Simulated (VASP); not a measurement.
## C: single point with PBEsol+D3(BJ)

C:

```xyz
4
Lattice="1.2280 -2.1271 0.0000 1.2280 2.1271 0.0000 0.0000 0.0000 7.1733" Properties=species:S:1:pos:R:3 pbc="T T T"
C     1.2280    1.7724    5.4025
C     1.2280   -0.3547    1.7708
C     1.2280   -1.7724    1.7708
C     1.2280    0.3547    5.4025
```

```yaml
Program: VASP 6.6.1
Task: single point
Functional: PBEsol
Dispersion: D3(BJ)
Potentials_or_basis: VASP PAW PBE potentials, release 64 (C)
Cutoff: 520 eV
k_mesh: 10 × 10 × 3
Occupations: methfessel-paxton, width 0.15 eV
Spin: no spin polarisation
```

```yaml
Pressure: 0.9 GPa
Largest_force: 0.017 eV/Å
Band_gap_on_the_k_mesh: 1.25 eV
Dispersion_energy_per_atom: -0.103 eV
```

Forces on the atoms (eV/Å):
```
C    0.000  0.016 -0.005
C    0.000  0.016  0.005
C    0.000 -0.016  0.005
C    0.000 -0.016 -0.005
```

Stress tensor (GPa, compression positive):
```
 2.19  0.00  0.00
 0.00  1.95  0.00
 0.00  0.00 -1.59
```

Levels at points of the mesh, in eV from the valence-band top:
| k point | band 5 | band 6 | band 7 | band 8 | band 9 | band 10 | band 11 | band 12 |
| --- | --- | --- | --- | --- | --- | --- | --- | --- |
| (0.00, 0.00, 0.00) | -2.35 | -2.35 | -2.35 | -2.33 | 4.20 | 8.98 | 9.02 | 9.04 |
| (0.50, 0.00, 0.00) | -5.78 | -5.78 | -1.80 | -1.80 | 2.40 | 2.40 | 8.11 | 8.11 |
| (0.50, 0.50, 0.00) | -5.79 | -5.76 | -2.21 | -1.23 | 1.73 | 2.90 | 7.99 | 8.24 |

Wall time 55 s on 1 thread of AMD EPYC 7R13, with other jobs on the host, peak memory 0.14 GiB.

Caveat: three body term missing; the PAW data sets were made with another functional, which shifts forces and pressure a little. A k mesh can miss the band edges.
